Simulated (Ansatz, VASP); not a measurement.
This is a calculation of AlN for VASP 6.6.1.

File INCAR:

```
ALGO = Normal
EDIFF = 1E-6
ENCUT = 520
GGA = RP
ISIF = 2
ISMEAR = -1
IVDW = 13
LASPH = T
LCHARG = F
LREAL = F
LWAVE = F
NBANDS = 16
NELM = 60
PREC = Accurate
SIGMA = 0.05
```

File KPOINTS:

```
k-points
0
Gamma
  10 10 6
```

Contents of POSCAR:

```
AlN
1.0
    3.0709272750      0.0000000000      0.0000000000
   -1.5354636375      2.6595010333      0.0000000000
    0.0000000000      0.0000000000      4.9136809369
Al N
2 2
Direct
    0.6666666667      0.3333333333      0.5000000000
    0.3333333333      0.6666666667      0.0000000000
    0.6666666667      0.3333333333      0.8800000000
    0.3333333333      0.6666666667      0.3800000000
```

Potentials or basis: VASP PAW PBE potentials, release 64 (Al, N).

Command:

```sh
$ cat potpaw_PBE.64/Al/POTCAR potpaw_PBE.64/N/POTCAR > POTCAR
$ mpirun -np 1 vasp_std > vasp.out
```

Task: Translate it to Ansatz 0.2.0. Potentials there: Ansatz PAW.

Result: As run (the cutoff follows the program's own potentials):

The input input.yaml:

```yaml
crystal:
  lattice:
    - [3.070927275, 0.0, 0.0]
    - [-1.5354636375, 2.6595010333, 0.0]
    - [0.0, 0.0, 4.9136809369]
  atoms:
    - { symbol: Al, position: [0.6666666667, 0.3333333333, 0.5] }
    - { symbol: Al, position: [0.3333333333, 0.6666666667, 0.0] }
    - { symbol: "N", position: [0.6666666667, 0.3333333333, 0.88] }
    - { symbol: "N", position: [0.3333333333, 0.6666666667, 0.38] }
hamiltonian:
  xc: rpbe
  pseudopotentials: { kind: paw }
  dispersion: d4
kpoints:
  mp_grid: { grid: [10, 10, 6] }
scf:
  occupations: { method: fermi_dirac, width: 0.05 }
output:
  forces: true
  stress: true
  eigenvalues: true
```

Potentials or basis: Ansatz PAW.

Run with:

```bash
$ ansatz run input.yaml --threads 2 --pin off --max-ram 5120MiB --backend cpu --events-out ev --progress --plain --runs-dir out
```

Both were run:

|  | VASP | Ansatz | Ansatz less VASP |
| --- | --- | --- | --- |
| gap on the k mesh at the Fermi level (eV) | 4.63 | 4.60 | -0.027 |
| least direct gap on the mesh (eV) | 4.63 | 4.60 | -0.027 |
| pressure (GPa) | 4.3 | 5.0 | +0.70 |
| traceless stress, the component that is largest in VASP (GPa) | 1.04 | 0.99 | -0.055 |
| rms of the force components (eV/Å) | 0.089 | 0.091 | +0.0019 |

VASP's potentials were made for PBE, not for RPBE. Atom by atom the forces differ by 0.002 eV/Å (rms over components).
